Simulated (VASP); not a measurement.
# Cu (P6/mmm) in VASP: a series of runs

Runs on Cu. Level: PBE. Tasks: single point.

All numbers are computed with VASP 6.6.1; they aren't measurements. Logs are shortened: lines on timing, memory, paths and dates and some standing lists are left out, and cuts for length are marked.

### 1 The cell of the first run

It takes space group P6/mmm (No. 191, hexagonal). The conventional cell has a = 2.080 Å, b = 2.080 Å, c = 1.988 Å, α = 90.00°, β = 90.00°, γ = 120.00°. Within 2.6 Å of Cu (site symmetry 6/mmm) lie 8 Cu at 1.99 to 2.08 Å.

### 2 Single point, PBE

INCAR reads:

```
SYSTEM = Cu
PREC     = Accurate       ! precision mode
ENCUT    = 520            ! plane-wave cutoff, eV
EDIFF    = 1E-6           ! SCF threshold, eV
ISMEAR   = -1             ! smearing method
SIGMA    = 0.1            ! smearing width, eV
LREAL    = .False.        ! projectors in reciprocal space
LASPH    = .True.         ! aspherical terms in the spheres
NELM     = 60             ! most SCF steps
ALGO     = Normal         ! electronic algorithm
ISIF     = 2              ! what is computed and relaxed
LWAVE    = .False.        ! write WAVECAR
LCHARG   = .False.        ! write CHGCAR
GGA      = PE             ! functional
NBANDS   = 12             ! bands
```

KPOINTS reads:

```
Automatic mesh
0
Gamma
  21 21 19
  0 0 0
```

POSCAR reads:

```
Cu
1.0
    2.0798296504      0.0000000000      0.0000000000
   -1.0399148252      1.8011853128      0.0000000000
    0.0000000000      0.0000000000      1.9881081922
Cu
1
Direct
    0.0000000000      0.0000000000      0.0000000000
```

Potentials or basis: VASP PAW PBE potentials, release 64 (Cu).

Run with:

```console
cat potpaw_PBE.64/Cu/POTCAR > POTCAR
mpirun -np 1 vasp_std > vasp.out
```

OUTCAR:

```text
SYSTEM = Cu
   PREC = Accurate
   ENCUT = 520
   EDIFF = 1E-6
   ISMEAR = -1
   LREAL = .False.
   LASPH = .True.
   NELM = 60
   ISIF = 2
   GGA = PE

 ion  position               nearest neighbor table
   1  0.000  0.000  0.000-

  LATTYP: Found a hexagonal cell.
 ALAT       =     2.0798296504
 C/A-ratio  =     0.9558995333

  Lattice vectors:

 A1 = (   2.0798296504,   0.0000000000,   0.0000000000)
 A2 = (  -1.0399148252,   1.8011853128,   0.0000000000)
 A3 = (   0.0000000000,   0.0000000000,   1.9881081922)

Analysis of symmetry for initial positions (statically):
=====================================================================
 Subroutine PRICEL returns:
 Original cell was already a primitive cell.

 Routine SETGRP: Setting up the symmetry group for a
 hexagonal supercell.

 Subroutine GETGRP returns: Found 24 space group operations
 (whereof 24 operations were pure point group operations)
 out of a pool of 24 trial point group operations.

The static configuration has the point symmetry D_6h.

Analysis of symmetry for dynamics (positions and initial velocities):
=====================================================================
 Subroutine PRICEL returns:
 Original cell was already a primitive cell.

 Routine SETGRP: Setting up the symmetry group for a
 hexagonal supercell.

 Subroutine GETGRP returns: Found 24 space group operations
 (whereof 24 operations were pure point group operations)
 out of a pool of 24 trial point group operations.

The dynamic configuration has the point symmetry D_6h.

 Subroutine INISYM returns: Found 24 space group operations
 (whereof 24 operations are pure point group operations),
 and found     1 'primitive' translations

----------------------------------------------------------------------------------------

                                     Primitive cell

  volume of cell :       7.4478

  direct lattice vectors                    reciprocal lattice vectors
     2.079829650  0.000000000  0.000000000     0.480808608  0.277594980  0.000000000
    -1.039914825  1.801185313  0.000000000     0.000000000  0.555189959  0.000000000
     0.000000000  0.000000000  1.988108192     0.000000000  0.000000000  0.502990735

  length of vectors
     2.079829650  2.079829650  1.988108192     0.555189959  0.555189959  0.502990735

  position of ions in fractional coordinates (direct lattice)
     0.000000000  0.000000000  0.000000000

  ion indices of the primitive-cell ions
   primitive index   ion index
                 1           1

----------------------------------------------------------------------------------------

 KPOINTS: Automatic mesh

Automatic generation of k-mesh.
 Grid dimensions read from file:
 generate k-points for:   21   21   19

 Generating k-lattice:

  Cartesian coordinates                     Fractional coordinates (reciprocal lattice)
     0.022895648  0.013218809  0.000000000     0.047619048 -0.000000000  0.000000000
     0.000000000  0.026437617  0.000000000     0.000000000  0.047619048  0.000000000
     0.000000000  0.000000000  0.026473197     0.000000000  0.000000000  0.052631579

  Length of vectors
     0.026437617  0.026437617  0.026473197

  Shift w.r.t. Gamma in fractional coordinates (k-lattice)
     0.000000000  0.000000000  0.000000000

 Subroutine IBZKPT returns following result:
 ===========================================

 Found    480 irreducible k-points:

 Following reciprocal coordinates:
            Coordinates               Weight
  0.000000  0.000000  0.000000      1.000000
  0.047619  0.000000  0.000000      6.000000
  0.095238  0.000000  0.000000      6.000000
  0.142857  0.000000  0.000000      6.000000
  0.190476  0.000000  0.000000      6.000000
  0.238095 -0.000000  0.000000      6.000000
[... 16 lines left out ...]
  0.142857  0.095238  0.000000     12.000000
  0.190476  0.095238  0.000000     12.000000
 [... further k-points ...]
   k-points           NKPTS =    480   k-points in BZ     NKDIM =    480   number of bands    NBANDS=     12
   number of dos      NEDOS =    301   number of ions     NIONS =      1
   total plane-waves  NPLWV =   4096
   dimension x,y,z NGX =    16 NGY =   16 NGZ =   16
   dimension x,y,z NGXF=    32 NGYF=   32 NGZF=   32
   ions per type =               1
   NGX,Y,Z   is equivalent  to a cutoff of  12.79, 12.79, 13.38 a.u.
   NGXF,Y,Z  is equivalent  to a cutoff of  25.58, 25.58, 26.76 a.u.
 SYSTEM =  Cu
   PREC   = accura    normal or accurate (medium, high low for compatibility)
   ISTART =      0    job   : 0-new  1-cont  2-samecut
   ICHARG =      2    charge: 1-file 2-atom 10-const
   ISPIN  =      1    spin polarized calculation?
   LNONCOLLINEAR =      F non collinear calculations
   LSORBIT =      F    spin-orbit coupling
   LASPH  =      T    aspherical Exc in radial PAW
   ENCUT  =  520.0 eV  38.22 Ry    6.18 a.u.   3.87  3.87  3.70*2*pi/ulx,y,z
   NELM   =     60;   NELMIN=  2; NELMDL= -5     # of ELM steps
   EDIFF  = 0.1E-05   stopping-criterion for ELM
   LREAL  =      F    real-space projection
   EDIFFG = 0.1E-04   stopping-criterion for IOM
   NSW    =      0    number of steps for IOM
   IBRION =     -1    ionic relax: 0-MD 1-quasi-New 2-CG
   NFREE  =      0    steps in history (QN), initial steepest desc. (CG)
   ISIF   =      2    stress and relaxation
   ISYM   =      2    0-nonsym 1-usesym 2-fastsym
   POTIM  = 0.5000    time-step for ionic-motion
   TEBEG  =    0.0;   TEEND  =   0.0 temperature during run
   PSTRESS=    0.0 pullay stress
   NELECT =      11.0000    total number of electrons
   NUPDOWN=      -1.0000    fix difference up-down
   EMIN   =  10.00;   EMAX   =-10.00  energy-range for DOS
   EFERMI =   0.00;   METHOD = LEGACY
   ISMEAR =    -1;   SIGMA  =   0.10  broadening in eV -4-tet -1-fermi 0-gaus
   EFERMI_NEDOS =   21; number of points for ismear=-14 and -15
   IALGO  =     38    algorithm
   IMIX   =      4    mixing-type and parameters
     AMIX     =   0.40;   BMIX     =  1.00
     AMIX_MAG =   1.60;   BMIX_MAG =  1.00
  volume/ion in A,a.u.               =       7.45        50.26
  Fermi-wavevector in a.u.,A,eV,Ry     =   1.864362  3.523134 47.291771  3.475847
  Thomas-Fermi vector in A             =   2.911515
   LORBIT       =      0    0 simple, 1 ext, 2 COOP (PROOUT), +10 PAW based schemes
   GGA     = PE    functional components
   LHFCALC =     F    Hartree Fock is set to
   AEXX    =    0.0000 exact exchange contribution
   IVDW    =     0    specifies the selected vdW correction
   LEPSILON=     F    determine dielectric tensor
   LRPA    =     F    only Hartree local field effects (RPA)
 non-spin polarized calculation
  energy-cutoff  :      520.00
  volume of cell :        7.45
 maximum number of plane-waves:       208
 NGX is ok and might be reduce to    16
   NGX =  7   NGY =  7   NGZ =  7

 number of electron      10.9999989 magnetization

 Free energy of the ion-electron system (eV)
  ---------------------------------------------------
  ext. energy  EPLUGINS =         0.00000000
  ---------------------------------------------------
  free energy    TOTEN  =        -0.81898187 eV

  energy without entropy =       -0.81221518  energy(sigma->0) =       -0.81559853

 E-fermi :  15.1194     XC(G=0): -15.5871

 val. band max:       15.1067525465   @ k =   0.4286  -0.0000   0.2105
 cond. band min:      15.1267227716   @ k =   0.2381  -0.0000   0.4211
 fundamental gap:      0.0199702251
 Fermi energy:        15.1194117553

 k-point     1 :       0.0000    0.0000    0.0000
  band No.  band energies     occupation
      1       1.6239      2.00000
      2       7.2892      2.00000
      3       9.9887      2.00000
      4       9.9887      2.00000
      5      13.1263      2.00000
      6      13.1263      2.00000
      7      38.7533      0.00000
      8      41.4209      0.00000
      9      45.5916      0.00000
     10      48.8938      0.00000
     11      48.8938      0.00000
     12      50.6165      0.00000

 k-point     2 :       0.0476    0.0000    0.0000
  band No.  band energies     occupation
      1       1.7403      2.00000
      2       7.3228      2.00000
      3       9.9302      2.00000
      4      10.0525      2.00000
      5      13.0776      2.00000
      6      13.1177      2.00000
      7      38.9193      0.00000
      8      41.0676      0.00000
      9      45.5510      0.00000
     10      47.3563      0.00000
     11      47.4655      0.00000
     12      52.1400      0.00000

 k-point     3 :       0.0952    0.0000    0.0000
  band No.  band energies     occupation
      1       2.0847      2.00000
      2       7.4199      2.00000
      3       9.7670      2.00000
      4      10.2405      2.00000
      5      12.9376      2.00000
      6      13.0926      2.00000
      7      39.4098      0.00000
      8      39.8427      0.00000
      9      45.1814      0.00000
     10      45.5295      0.00000
     11      46.0829      0.00000
     12      54.3546      0.00000
[... 286 lines left out ...]
 k-point    23 :       0.1429    0.0952    0.0000
  band No.  band energies     occupation
      1       3.6910      2.00000
      2       7.8350      2.00000
      3       9.1041      2.00000
      4      11.1925      2.00000
      5      12.3838      2.00000
      6      12.9578      2.00000
      7      35.0337      0.00000
      8      38.2314      0.00000
      9      41.7163      0.00000
     10      45.6793      0.00000
     11      47.8439      0.00000
     12      55.2352      0.00000

 k-point    24 :       0.1905    0.0952    0.0000
  band No.  band energies     occupation
      1       4.5402      2.00000
      2       7.9830      2.00000
      3       8.9268      2.00000
      4      11.7161      2.00000
      5      12.1309      2.00000
      6      12.8882      2.00000
      7      32.4887      0.00000
      8      36.7075      0.00000
      9      43.0003      0.00000
     10      45.7222      0.00000
     11      47.8455      0.00000
     12      56.8026      0.00000

 [... further k-points ...]

------------------------ aborting loop because EDIFF is reached ----------------------------------------

  FORCE on cell =-STRESS in cart. coord.  units (eV):
  Direction    XX          YY          ZZ          XY          YZ          ZX
  --------------------------------------------------------------------------------------
  -------------------------------------------------------------------------------------
  Total       12.1856640     12.1856640     12.1451183      0.0000000      0.0000000      0.0000000
  in kB     2621.4018755   2621.4018755   2612.6795993      0.0000000      0.0000000      0.0000000
  external PRESSURE =    2618.4944501 kB  Pullay stress =       0.0000000 kB

 VOLUME and BASIS-vectors are now :
 -----------------------------------------------------------------------------
  energy-cutoff  :      520.00
  volume of cell :        7.45
      direct lattice vectors                 reciprocal lattice vectors
     2.079829650  0.000000000  0.000000000     0.480808608  0.277594980  0.000000000
    -1.039914825  1.801185313  0.000000000     0.000000000  0.555189959  0.000000000
     0.000000000  0.000000000  1.988108192     0.000000000  0.000000000  0.502990735

 POSITION                                       TOTAL-FORCE (eV/Angst)
 -----------------------------------------------------------------------------------
      0.00000      0.00000      0.00000        -0.000000      0.000000      0.000000
 -----------------------------------------------------------------------------------
    total drift:                               -0.000000     -0.000000      0.000000

  FREE ENERGIE OF THE ION-ELECTRON SYSTEM (eV)
  ---------------------------------------------------
  free  energy   TOTEN  =        -0.8189818731 eV

  energy  without entropy=       -0.8122151794  energy(sigma->0) =       -0.81559853
```

It took 14 s on 1 thread of Intel Xeon 6975P-C, shared host; peak memory 0.15 GiB.

What came out:

* Free energy: -0.8190 eV
* Pressure: 261.8 GPa

Stress tensor (GPa, compression positive):
```
262.14   0.00   0.00
  0.00 262.14   0.00
  0.00   0.00 261.27
```

### 3 Single point, PBE

INCAR: that of step 2 with these lines changed.

```diff
@@ -8,3 +8,3 @@
 LASPH    = .True.         ! aspherical terms in the spheres
-NELM     = 60             ! most SCF steps
+NELM     = 80             ! most SCF steps
 ALGO     = Normal         ! electronic algorithm
```

KPOINTS is that of step 2.

POSCAR reads:

```
Cu
1.0
    2.0801256597      0.0000000000      0.0000000000
   -1.0400628298      1.8014416643      0.0000000000
    0.0000000000      0.0000000000      1.9885537593
Cu
1
Direct
    0.0000000000      0.0000000000      0.0000000000
```

Potentials or basis: VASP PAW PBE potentials, release 64 (Cu).

Run with:

```console
cat potpaw_PBE.64/Cu/POTCAR > POTCAR
mpirun -np 1 vasp_std > vasp.out
```

OUTCAR:

```text
SYSTEM = Cu
   PREC = Accurate
   ENCUT = 520
   EDIFF = 1E-6
   ISMEAR = -1
   LREAL = .False.
   LASPH = .True.
   NELM = 80
   ISIF = 2
   GGA = PE

 ion  position               nearest neighbor table
   1  0.000  0.000  0.000-

  LATTYP: Found a hexagonal cell.
 ALAT       =     2.0801256597
 C/A-ratio  =     0.9559777074

  Lattice vectors:

 A1 = (   2.0801256597,   0.0000000000,   0.0000000000)
 A2 = (  -1.0400628298,   1.8014416643,   0.0000000000)
 A3 = (   0.0000000000,   0.0000000000,   1.9885537593)

Analysis of symmetry for initial positions (statically):
=====================================================================
 Subroutine PRICEL returns:
 Original cell was already a primitive cell.

 Routine SETGRP: Setting up the symmetry group for a
 hexagonal supercell.

 Subroutine GETGRP returns: Found 24 space group operations
 (whereof 24 operations were pure point group operations)
 out of a pool of 24 trial point group operations.

The static configuration has the point symmetry D_6h.

Analysis of symmetry for dynamics (positions and initial velocities):
[... 168 lines left out ...]
      3       9.9811      2.00000
      4       9.9811      2.00000
      5      13.1162      2.00000
      6      13.1162      2.00000
      7      38.7323      0.00000
      8      41.4090      0.00000
      9      45.5680      0.00000
     10      48.8751      0.00000
     11      48.8751      0.00000
     12      50.5979      0.00000
[... 331 lines left out ...]
 k-point    24 :       0.1905    0.0952    0.0000
  band No.  band energies     occupation
      1       4.5343      2.00000
      2       7.9771      2.00000
      3       8.9200      2.00000
      4      11.7074      2.00000
      5      12.1213      2.00000
      6      12.8783      2.00000
      7      32.4743      0.00000
      8      36.6914      0.00000
      9      42.9779      0.00000
     10      45.7004      0.00000
     11      47.8283      0.00000
     12      56.7821      0.00000

 [... further k-points ...]

------------------------ aborting loop because EDIFF is reached ----------------------------------------

  FORCE on cell =-STRESS in cart. coord.  units (eV):
  Direction    XX          YY          ZZ          XY          YZ          ZX
  --------------------------------------------------------------------------------------
  -------------------------------------------------------------------------------------
  Total       12.1680824     12.1680824     12.1206116      0.0000000      0.0000000     -0.0000000
  in kB     2616.2883837   2616.2883835   2606.0815714      0.0000001      0.0000000     -0.0000000
  external PRESSURE =    2612.8861129 kB  Pullay stress =       0.0000000 kB

 VOLUME and BASIS-vectors are now :
 -----------------------------------------------------------------------------
  energy-cutoff  :      520.00
  volume of cell :        7.45
      direct lattice vectors                 reciprocal lattice vectors
     2.080125660  0.000000000  0.000000000     0.480740188  0.277555477  0.000000000
    -1.040062830  1.801441664  0.000000000     0.000000000  0.555110954  0.000000000
     0.000000000  0.000000000  1.988553759     0.000000000  0.000000000  0.502878031

 POSITION                                       TOTAL-FORCE (eV/Angst)
 -----------------------------------------------------------------------------------
      0.00000      0.00000      0.00000         0.000000      0.000000      0.000000
 -----------------------------------------------------------------------------------
    total drift:                                0.000000     -0.000000      0.000000

  FREE ENERGIE OF THE ION-ELECTRON SYSTEM (eV)
  ---------------------------------------------------
  free  energy   TOTEN  =        -0.8251691828 eV

  energy  without entropy=       -0.8184005297  energy(sigma->0) =       -0.82178486
```

OSZICAR:

```text
N       E                     dE             d eps       ncg     rms          rms(c)
DAV:   1     0.411630506632E+02    0.41163E+02   -0.53126E+03 13736   0.174E+03
DAV:   2    -0.524307117052E+00   -0.41687E+02   -0.38617E+02 11924   0.218E+02
DAV:   3    -0.155852173828E+01   -0.10342E+01   -0.10314E+01 12912   0.366E+01
DAV:   4    -0.156301077987E+01   -0.44890E-02   -0.44885E-02 13048   0.219E+00
DAV:   5    -0.156303956124E+01   -0.28781E-04   -0.28780E-04 13284   0.176E-01    0.685E+00
DAV:   6    -0.944939639278E+00    0.61810E+00   -0.41845E+00 13512   0.454E+01    0.518E-01
DAV:   7    -0.859347287439E+00    0.85592E-01   -0.25180E-01 13716   0.116E+01    0.981E-01
DAV:   8    -0.825149174994E+00    0.34198E-01   -0.18870E-02 15808   0.184E+00    0.399E-02
DAV:   9    -0.825162065842E+00   -0.12891E-04   -0.31045E-04 17196   0.290E-01    0.231E-02
DAV:  10    -0.825171829170E+00   -0.97633E-05   -0.10366E-05 13652   0.700E-02    0.572E-03
DAV:  11    -0.825169078989E+00    0.27502E-05   -0.13232E-06  9044   0.183E-02    0.859E-04
DAV:  12    -0.825169182821E+00   -0.10383E-06   -0.50439E-08  6784   0.439E-03
   1 F= -.82516918E+00 E0= -.82178486E+00  d E =-.676865E-02
```

Wall time 13 s (1 thread of Intel Xeon 6975P-C, shared host); peak memory 0.15 GiB.

What came out:

| Quantity | Value |
| --- | --- |
| Free energy | -0.8252 eV |
| Pressure | 261.3 GPa |

Stress tensor (GPa, compression positive):
```
261.63   0.00   0.00
  0.00 261.63   0.00
  0.00   0.00 260.61
```

Levels at points of the mesh, in eV from the Fermi level:
```csv
k point,band 3,band 4,band 5,band 6,band 7,band 8,band 9,band 10
"(0.00, 0.00, 0.00)",-5.13,-5.13,-1.99,-1.99,23.62,26.30,30.46,33.77
```
